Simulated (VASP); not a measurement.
Write the native input for VASP 6.6.1 that does the following.

```yaml
Task: single point
Functional: PBEsol
Potentials_or_basis: VASP PAW PBE potentials, release 64 (Sn_d, O)
Cutoff: 520 eV
k_mesh: 6 × 4 × 6
Occupations: fermi-dirac, width 0.02 eV
Spin: no spin polarisation
Dipole_correction: no
Further_INCAR_settings: ALGO = Normal; EDIFF = 1e-07; NBANDS = 28
```

The structure of SnO lies in POSCAR:

```
SnO
1.0
    3.2865162927      0.0000000000      0.0000000000
    0.0000000000      5.5582734578      0.0000000000
    0.0000000000      0.0000000000      4.1357831634
Sn O
2 2
Direct
    0.0000000000      0.2319090000      0.5131440000
    0.5000000000      0.7680910000      0.0131440000
    0.0000000000      0.8912500000      0.7368570000
    0.5000000000      0.1087500000      0.2368570000
```

These files were run (other wordings do the same):

INCAR

```
SYSTEM = SnO
ALGO     = Normal         ! electronic algorithm
EDIFF    = 1E-7           ! SCF threshold, eV
ENCUT    = 520            ! plane-wave cutoff, eV
GGA      = PS             ! functional
ISIF     = 2              ! what is computed and relaxed
ISMEAR   = -1             ! smearing method
LASPH    = .True.         ! aspherical terms in the spheres
LCHARG   = .False.        ! write CHGCAR
LREAL    = .False.        ! projectors in reciprocal space
LWAVE    = .False.        ! write WAVECAR
NBANDS   = 28             ! bands
NELM     = 100            ! most SCF steps
PREC     = Accurate       ! precision mode
SIGMA    = 0.02           ! smearing width, eV
```

KPOINTS

```
k-points
0
Gamma
  6 4 6
  0 0 0
```

Potentials or basis: VASP PAW PBE potentials, release 64 (Sn_d, O).

Launch:

```sh
$ cat potpaw_PBE.64/Sn_d/POTCAR potpaw_PBE.64/O/POTCAR > POTCAR
$ mpirun -np 1 vasp_std > vasp.out
```

Results of the run:

```json
{"Pressure": "2.1 GPa", "Largest force": "0.566 eV/Å", "Band gap on the k mesh": "1.49 eV (least direct gap 2.22 eV)"}
```

Caveat: the PAW data sets were made with another functional, which shifts forces and pressure a little; spin-orbit coupling is left out, which moves the levels of the heavy elements.

Wall time 110 s on 1 thread of Intel Xeon 8259CL, with other jobs on the host, peak memory 0.22 GiB.
